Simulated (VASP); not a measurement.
# CuI2 (P4/mmm) in VASP: notebook

Runs on CuI2. Level: LDA. Tasks: single point.

Program: VASP 6.6.1. These are calculated values, not measurements. Logs are shortened: lines on timing, memory, paths and dates and some standing lists are left out, and cuts for length are marked.

### 1 The cell of the first run

The structure is tetragonal, space group P4/mmm (No. 123). Conventional cell: a = 5.200 Å, b = 5.200 Å, c = 4.544 Å, α = 90.00°, β = 90.00°, γ = 90.00°. Within 3.4 Å of Cu (site symmetry 4/mmm) lie 4 I at 2.60 Å. Within 3.4 Å of I (site symmetry mmm) lie 2 Cu at 2.60 Å.

### 2 Single point, LDA

INCAR reads:

```
PREC = Accurate
ENCUT = 600
EDIFF = 1E-6
ISMEAR = -1
SIGMA = 0.02
LREAL = F
LASPH = T
NELM = 120
ALGO = Normal
ISIF = 2
LWAVE = F
LCHARG = F
NBANDS = 20
GGA_COMPAT = F
```

KPOINTS reads:

```
regular mesh
0
Gamma
  4 4 4
```

POSCAR reads:

```
CuI2
1.0
    5.2003840000      0.0000000000      0.0000000000
    0.0000000000      5.2003840000      0.0000000000
    0.0000000000      0.0000000000      4.5441700000
Cu I
1 2
Direct
    0.0000000000      0.0000000000      0.0000000000
    0.0000000000      0.5000000000      0.0000000000
    0.5000000000      0.0000000000      0.0000000000
```

Potentials or basis: VASP PAW LDA potentials, release 64 (Cu, I).

Run with:

```console
$ cat potpaw_LDA.64/Cu/POTCAR potpaw_LDA.64/I/POTCAR > POTCAR
$ mpirun -np 1 vasp_std > vasp.out
```

OUTCAR:

```text
PREC = Accurate
   ENCUT = 600
   EDIFF = 1E-6
   ISMEAR = -1
   LREAL = F
   LASPH = T
   NELM = 120
   ISIF = 2

 ion  position               nearest neighbor table
   1  0.000  0.000  0.000-   2 2.60   3 2.60   2 2.60   3 2.60
   2  0.000  0.500  0.000-   1 2.60   1 2.60
   3  0.500  0.000  0.000-   1 2.60   1 2.60

  LATTYP: Found a simple tetragonal cell.
 ALAT       =     5.2003840000
 C/A-ratio  =     0.8738143183

  Lattice vectors:

 A1 = (   5.2003840000,   0.0000000000,   0.0000000000)
 A2 = (   0.0000000000,   5.2003840000,   0.0000000000)
 A3 = (   0.0000000000,   0.0000000000,   4.5441700000)

Analysis of symmetry for initial positions (statically):
=====================================================================
 Subroutine PRICEL returns:
 Original cell was already a primitive cell.

 Routine SETGRP: Setting up the symmetry group for a
 simple tetragonal supercell.

 Subroutine GETGRP returns: Found 16 space group operations
 (whereof 16 operations were pure point group operations)
 out of a pool of 16 trial point group operations.

The static configuration has the point symmetry D_4h.

Analysis of symmetry for dynamics (positions and initial velocities):
=====================================================================
 Subroutine PRICEL returns:
 Original cell was already a primitive cell.

 Routine SETGRP: Setting up the symmetry group for a
 simple tetragonal supercell.

 Subroutine GETGRP returns: Found 16 space group operations
 (whereof 16 operations were pure point group operations)
 out of a pool of 16 trial point group operations.

The dynamic configuration has the point symmetry D_4h.

 Subroutine INISYM returns: Found 16 space group operations
 (whereof 16 operations are pure point group operations),
 and found     1 'primitive' translations

----------------------------------------------------------------------------------------

                                     Primitive cell

  volume of cell :     122.8925

  direct lattice vectors                    reciprocal lattice vectors
     5.200384000  0.000000000  0.000000000     0.192293492  0.000000000  0.000000000
     0.000000000  5.200384000  0.000000000     0.000000000  0.192293492  0.000000000
     0.000000000  0.000000000  4.544170000     0.000000000  0.000000000  0.220062190

  length of vectors
     5.200384000  5.200384000  4.544170000     0.192293492  0.192293492  0.220062190

  position of ions in fractional coordinates (direct lattice)
     0.000000000  0.000000000  0.000000000
     0.000000000  0.500000000  0.000000000
     0.500000000  0.000000000  0.000000000

  ion indices of the primitive-cell ions
   primitive index   ion index
                 1           1
                 2           2
                 3           3

----------------------------------------------------------------------------------------

 KPOINTS: regular mesh

Automatic generation of k-mesh.
 Grid dimensions read from file:
 generate k-points for:    4    4    4

 Generating k-lattice:

  Cartesian coordinates                     Fractional coordinates (reciprocal lattice)
     0.048073373  0.000000000  0.000000000     0.250000000  0.000000000  0.000000000
     0.000000000  0.048073373  0.000000000     0.000000000  0.250000000  0.000000000
     0.000000000  0.000000000  0.055015547     0.000000000  0.000000000  0.250000000

  Length of vectors
     0.048073373  0.048073373  0.055015547

  Shift w.r.t. Gamma in fractional coordinates (k-lattice)
     0.000000000  0.000000000  0.000000000

 Subroutine IBZKPT returns following result:
 ===========================================

 Found     18 irreducible k-points:

 Following reciprocal coordinates:
            Coordinates               Weight
  0.000000  0.000000  0.000000      1.000000
  0.250000  0.000000  0.000000      4.000000
  0.500000  0.000000  0.000000      2.000000
  0.250000  0.250000  0.000000      4.000000
  0.500000  0.250000  0.000000      4.000000
  0.500000  0.500000  0.000000      1.000000
[... 10 lines left out ...]
  0.500000  0.250000  0.500000      4.000000
  0.500000  0.500000  0.500000      1.000000
   k-points           NKPTS =     18   k-points in BZ     NKDIM =     18   number of bands    NBANDS=     20
   number of dos      NEDOS =    301   number of ions     NIONS =      3
   total plane-waves  NPLWV =  63504
   dimension x,y,z NGX =    42 NGY =   42 NGZ =   36
   dimension x,y,z NGXF=    84 NGYF=   84 NGZF=   72
   ions per type =               1   2
   NGX,Y,Z   is equivalent  to a cutoff of  13.43, 13.43, 13.17 a.u.
   NGXF,Y,Z  is equivalent  to a cutoff of  26.85, 26.85, 26.34 a.u.
 SYSTEM =  unknown system
   PREC   = accura    normal or accurate (medium, high low for compatibility)
   ISTART =      0    job   : 0-new  1-cont  2-samecut
   ICHARG =      2    charge: 1-file 2-atom 10-const
   ISPIN  =      1    spin polarized calculation?
   LNONCOLLINEAR =      F non collinear calculations
   LSORBIT =      F    spin-orbit coupling
   LASPH  =      T    aspherical Exc in radial PAW
   ENCUT  =  600.0 eV  44.10 Ry    6.64 a.u.  10.39 10.39  9.08*2*pi/ulx,y,z
   NELM   =    120;   NELMIN=  2; NELMDL= -5     # of ELM steps
   EDIFF  = 0.1E-05   stopping-criterion for ELM
   LREAL  =      F    real-space projection
   EDIFFG = 0.1E-04   stopping-criterion for IOM
   NSW    =      0    number of steps for IOM
   IBRION =     -1    ionic relax: 0-MD 1-quasi-New 2-CG
   NFREE  =      0    steps in history (QN), initial steepest desc. (CG)
   ISIF   =      2    stress and relaxation
   ISYM   =      2    0-nonsym 1-usesym 2-fastsym
   POTIM  = 0.5000    time-step for ionic-motion
   TEBEG  =    0.0;   TEEND  =   0.0 temperature during run
   PSTRESS=    0.0 pullay stress
   NELECT =      25.0000    total number of electrons
   NUPDOWN=      -1.0000    fix difference up-down
   EMIN   =  10.00;   EMAX   =-10.00  energy-range for DOS
   EFERMI =   0.00;   METHOD = LEGACY
   ISMEAR =    -1;   SIGMA  =   0.02  broadening in eV -4-tet -1-fermi 0-gaus
   EFERMI_NEDOS =   21; number of points for ismear=-14 and -15
   IALGO  =     38    algorithm
   IMIX   =      4    mixing-type and parameters
     AMIX     =   0.40;   BMIX     =  1.00
     AMIX_MAG =   1.60;   BMIX_MAG =  1.00
  volume/ion in A,a.u.               =      40.96       276.44
  Fermi-wavevector in a.u.,A,eV,Ry     =   0.962823  1.819471 12.612978  0.927028
  Thomas-Fermi vector in A             =   2.092315
   LORBIT       =      0    0 simple, 1 ext, 2 COOP (PROOUT), +10 PAW based schemes
   GGA     = CA    functional components
   LHFCALC =     F    Hartree Fock is set to
   AEXX    =    0.0000 exact exchange contribution
   IVDW    =     0    specifies the selected vdW correction
   LEPSILON=     F    determine dielectric tensor
   LRPA    =     F    only Hartree local field effects (RPA)
 non-spin polarized calculation
  energy-cutoff  :      600.00
  volume of cell :      122.89
 maximum number of plane-waves:      4138
 NGX is ok and might be reduce to    42
   NGX = 21   NGY = 21   NGZ = 19

 number of electron      25.0000015 magnetization

 Free energy of the ion-electron system (eV)
  ---------------------------------------------------
  ext. energy  EPLUGINS =         0.00000000
  ---------------------------------------------------
  free energy    TOTEN  =        -8.04812929 eV

  energy without entropy =       -8.04313609  energy(sigma->0) =       -8.04563269

 E-fermi :   1.1833     XC(G=0):  -7.8086

 val. band max:        1.1829643277   @ k =   0.5000   0.2500   0.2500
 cond. band min:       1.2311781755   @ k =   0.5000   0.2500   0.5000
 fundamental gap:      0.0482138478
 Fermi energy:         1.1833084507

 k-point     1 :       0.0000    0.0000    0.0000
  band No.  band energies     occupation
      1     -11.6875      2.00000
      2     -10.4719      2.00000
      3      -2.6087      2.00000
      4      -2.6087      2.00000
      5      -1.3639      2.00000
      6      -1.1715      2.00000
[... 12 lines left out ...]
     19       9.5530      0.00000
     20       9.9997      0.00000

 k-point     2 :       0.2500    0.0000    0.0000
  band No.  band energies     occupation
      1     -11.5122      2.00000
      2     -10.6409      2.00000
      3      -3.1695      2.00000
      4      -2.4227      2.00000
      5      -1.4995      2.00000
      6      -1.2317      2.00000
[... 12 lines left out ...]
     19       9.0013      0.00000
     20      10.2722      0.00000

 k-point     3 :       0.5000    0.0000    0.0000
  band No.  band energies     occupation
      1     -11.1415      2.00000
      2     -11.0071      2.00000
      3      -3.5482      2.00000
      4      -2.0601      2.00000
      5      -1.8187      2.00000
      6      -1.3573      2.00000
[... 12 lines left out ...]
     19      10.1287      0.00000
     20      10.7005      0.00000

 k-point     4 :       0.2500    0.2500    0.0000
  band No.  band energies     occupation
      1     -11.3634      2.00000
      2     -10.7358      2.00000
      3      -3.7366      2.00000
      4      -2.6061      2.00000
      5      -2.0161      2.00000
      6      -1.2510      2.00000
[... 12 lines left out ...]
     19       9.7776      0.00000
     20      10.0267      0.00000

 k-point     5 :       0.5000    0.2500    0.0000
  band No.  band energies     occupation
      1     -11.0577      2.00000
      2     -10.9877      2.00000
      3      -4.1968      2.00000
      4      -2.6100      2.00000
      5      -2.3963      2.00000
      6      -1.3523      2.00000
[... 12 lines left out ...]
     19       9.1662      0.00000
     20       9.3573      0.00000
[... 215 lines left out ...]
      6      -1.6794      2.00000
[... 12 lines left out ...]
     19       8.8941      0.00000
     20      10.7340      0.00000

 k-point    16 :       0.2500    0.2500    0.5000
  band No.  band energies     occupation
      1     -11.2831      2.00000
      2     -10.6655      2.00000
      3      -3.6138      2.00000
      4      -2.5676      2.00000
      5      -1.9523      2.00000
      6      -1.6762      2.00000
[... 12 lines left out ...]
     19      10.5638      0.00000
     20      10.5687      0.00000

 k-point    17 :       0.5000    0.2500    0.5000
  band No.  band energies     occupation
      1     -10.9823      2.00000
      2     -10.9123      2.00000
      3      -4.0759      2.00000
      4      -2.5822      2.00000
      5      -2.3055      2.00000
      6      -1.6607      2.00000
[... 12 lines left out ...]
     19       9.8093      0.00000
     20       9.9804      0.00000

 k-point    18 :       0.5000    0.5000    0.5000
  band No.  band energies     occupation
      1     -10.8935      2.00000
      2     -10.8935      2.00000
      3      -4.6411      2.00000
      4      -2.7014      2.00000
      5      -2.6617      2.00000
      6      -1.6420      2.00000
[... 12 lines left out ...]
     19      10.6686      0.00000
     20      10.6686      0.00000

------------------------ aborting loop because EDIFF is reached ----------------------------------------

  FORCE on cell =-STRESS in cart. coord.  units (eV):
  Direction    XX          YY          ZZ          XY          YZ          ZX
  --------------------------------------------------------------------------------------
  -------------------------------------------------------------------------------------
  Total       -2.0711425     -2.0711425     -0.2889332      0.0000000      0.0000000      0.0000000
  in kB      -27.0019522    -27.0019522     -3.7668873      0.0000000      0.0000000      0.0000000
  external PRESSURE =     -19.2569306 kB  Pullay stress =       0.0000000 kB

 VOLUME and BASIS-vectors are now :
 -----------------------------------------------------------------------------
  energy-cutoff  :      600.00
  volume of cell :      122.89
      direct lattice vectors                 reciprocal lattice vectors
     5.200384000  0.000000000  0.000000000     0.192293492  0.000000000  0.000000000
     0.000000000  5.200384000  0.000000000     0.000000000  0.192293492  0.000000000
     0.000000000  0.000000000  4.544170000     0.000000000  0.000000000  0.220062190

 POSITION                                       TOTAL-FORCE (eV/Angst)
 -----------------------------------------------------------------------------------
      0.00000      0.00000      0.00000         0.000000      0.000000      0.000000
      0.00000      2.60019      0.00000         0.000000      0.000000      0.000000
      2.60019      0.00000      0.00000         0.000000      0.000000      0.000000
 -----------------------------------------------------------------------------------
    total drift:                               -0.000000     -0.000000     -0.000000

  FREE ENERGIE OF THE ION-ELECTRON SYSTEM (eV)
  ---------------------------------------------------
  free  energy   TOTEN  =        -8.0481292920 eV

  energy  without entropy=       -8.0431360897  energy(sigma->0) =       -8.04563269
```

Run time: 2.3 min. Hardware: 1 thread of AMD EPYC 7R13, shared host; peak memory 0.19 GiB.

What came out:

| Quantity | Value |
| --- | --- |
| Free energy | -8.0481 eV |
| Pressure | -1.9 GPa |

Levels at points of the mesh, in eV from the Fermi level:
```
           k point  band 9  band 10  band 11  band 12  band 13  band 14  band 15  band 16  band 17  band 18
(0.00, 0.00, 0.00)   -2.12    -1.73    -0.52    -0.52    -0.42     0.61     4.20     6.21     6.91     7.83
(0.50, 0.00, 0.00)   -1.79    -1.68    -1.14    -1.01    -0.53     4.47     5.61     6.05     6.23     6.35
(0.50, 0.50, 0.00)   -1.74    -0.49    -0.49     0.50     1.36     4.75     5.63     5.63     6.15     6.54
(0.00, 0.00, 0.50)   -2.24    -2.02    -1.21    -0.43    -0.43     1.10     5.39     6.20     6.23     6.23
(0.50, 0.00, 0.50)   -2.11    -1.64    -1.48    -1.21    -0.92     3.92     5.13     6.34     6.55     7.24
(0.50, 0.50, 0.50)   -1.67    -1.16    -1.16     0.57     1.41     2.31     4.79     6.04     6.04     7.46
```

Caveat: spin-orbit coupling is left out, which moves the levels of the heavy elements; an odd number of electrons without spin polarisation forces a metal; a magnetic or distorted state may lie lower; semilocal functionals often make such compounds metallic where correlation or magnetic order opens a gap, which also shifts bond lengths.

### 3 Single point, LDA, non-collinear spin, zero start, spin-orbit coupling

INCAR reads:

```
ALGO     = Normal         # electronic algorithm
EDIFF    = 1E-6           # SCF threshold, eV
ENCUT    = 600            # plane-wave cutoff, eV
GGA_COMPAT= F            
ISIF     = 2              # what is computed and relaxed
ISMEAR   = -1             # smearing method
LASPH    = T              # aspherical terms in the spheres
LCHARG   = F              # write CHGCAR
LMAXMIX  = 4              # l up to which the mixer works
LORBIT   = 11             # projections on sites
LORBMOM  = T            
LREAL    = F              # projectors in reciprocal space
LSORBIT  = T              # spin-orbit coupling
LWAVE    = F              # write WAVECAR
MAGMOM   = 0 0 0 0 0 0 0 0 0 # initial moments
NBANDS   = 38             # bands
NELM     = 200            # most SCF steps
PREC     = Accurate       # precision mode
SIGMA    = 0.02           # smearing width, eV
```

KPOINTS reads:

```
k-points
0
Gamma
  4 4 4
```

POSCAR is that of step 2.

Potentials or basis: VASP PAW LDA potentials, release 64 (Cu, I).

Run with:

```console
$ cat potpaw_LDA.64/Cu/POTCAR potpaw_LDA.64/I/POTCAR > POTCAR
$ mpirun -np 1 vasp_ncl > vasp.out
```

It took 10 min on 1 thread of AMD EPYC 7R13, shared host; peak memory 0.43 GiB.

The run converged. Its results:

| Quantity | Value |
| --- | --- |
| Free energy | -8.3678 eV |
| Pressure | -1.8 GPa |
| Net moment | 0.00 μB per cell |
| Valence electrons inside the program's atomic spheres | Cu 9.87; I 4.26 |

Stress tensor (GPa, compression positive):
```
-2.48  0.00  0.00
 0.00 -2.48  0.00
 0.00  0.00 -0.52
```

Moments on the atoms (μB; x, y, z):
```
Cu  0.00 0.00 0.00
I   0.00 0.00 0.00
I   0.00 0.00 0.00
```
